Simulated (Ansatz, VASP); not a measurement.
## One calculation of TePb, two programs

The input INCAR:

```
SYSTEM = TePb
PREC = Accurate ; ENCUT = 520
EDIFF = 1E-7 ; ISMEAR = 0
SIGMA = 0.05 ; LREAL = .False.
LASPH = .True. ; NELM = 100
ALGO = Normal ; ISIF = 2
LWAVE = .False. ; LCHARG = .False.
GGA = PS ; NBANDS = 17
```

File KPOINTS:

```
regular mesh
0
Gamma
  10 10 10
  0 0 0
```

The input POSCAR:

```
TePb
1.0
    0.0000000000      3.1777896671      3.1777896671
    3.1777896671      0.0000000000      3.1777896671
    3.1777896671      3.1777896671      0.0000000000
Te Pb
1 1
Direct
    0.5000000000      0.5000000000      0.5000000000
    0.0000000000      0.0000000000      0.0000000000
```

Input for Ansatz:

```yaml
crystal:
  lattice:
    - [0.0, 3.1777896671, 3.1777896671]
    - [3.1777896671, 0.0, 3.1777896671]
    - [3.1777896671, 3.1777896671, 0.0]
  atoms:
    - { symbol: Te, position: [0.5, 0.5, 0.5] }
    - { symbol: Pb, position: [0.0, 0.0, 0.0] }
basis:
  ecutwfc: 420
  ecutrho_ratio: 4
kpoints:
  mp_grid: { grid: [10, 10, 10] }
hamiltonian:
  xc: pbesol
scf:
  occupations: { method: gaussian, width: 0.05 }
output:
  forces: true
  stress: true
  eigenvalues: true
```

Alike in both runs: task single point; functional PBEsol; k mesh 10 × 10 × 10; occupations gaussian, width 0.05 eV; no spin polarisation.

|  | VASP | Ansatz |
| --- | --- | --- |
| version | VASP 6.6.1 | Ansatz 0.2.0 |
| potentials or method | VASP PAW PBE potentials, release 64 (Te, Pb_d), cutoff 520 eV | scalar-relativistic, plane waves, PAW |
| valence electrons in the cell | 20 | 30 |

```csv
,VASP,Ansatz,Ansatz less VASP
gap on the k mesh at the Fermi level (eV),0.55,0.55,-0.004
least direct gap on the mesh (eV),0.55,0.55,-0.004
pressure (GPa),2.0,2.0,+0.01
```

VASP's potentials were made for PBE, not for PBEsol. VASP's potentials hold 20 valence electrons a cell and Ansatz's 30, so a difference there can come from the potentials and not from the codes.

Spin-orbit coupling is off throughout.
